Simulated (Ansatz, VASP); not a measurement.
**Si in VASP and in Ansatz**

```xyz
4
Lattice="4.0341 0.0000 0.0000 -2.0171 3.4936 0.0000 0.0000 0.0000 5.8002" Properties=species:S:1:pos:R:3 pbc="T T T"
Si    0.0000    2.3291    0.5017
Si    2.0171    1.1645    3.4018
Si    0.0000    2.3291    2.3984
Si    2.0171    1.1645    5.2985
```

Alike in both runs: task single point; functional PBE; k mesh 12 × 12 × 6; occupations gaussian, width 0.05 eV; no spin polarisation.

|  | VASP | Ansatz |
| --- | --- | --- |
| version | VASP 6.6.1 | Ansatz 0.2.0 |
| potentials or method | VASP PAW PBE potentials, release 64 (Si), cutoff 520 eV | scalar-relativistic, plane waves, PAW |
| valence electrons in the cell | 16 | 16 |

```csv
,VASP,Ansatz,Ansatz less VASP
gap on the k mesh at the Fermi level (eV),none,none,-
pressure (GPa),15.9,16.1,+0.22
"traceless stress, the component that is largest in VASP (GPa)",55.71,56.08,+0.368
rms of the force components (eV/Å),6.154,6.203,+0.0491
```

Atom by atom the forces differ by 0.049 eV/Å (rms over components). A gap of «none» marks a metal or a gap that the smearing closes.
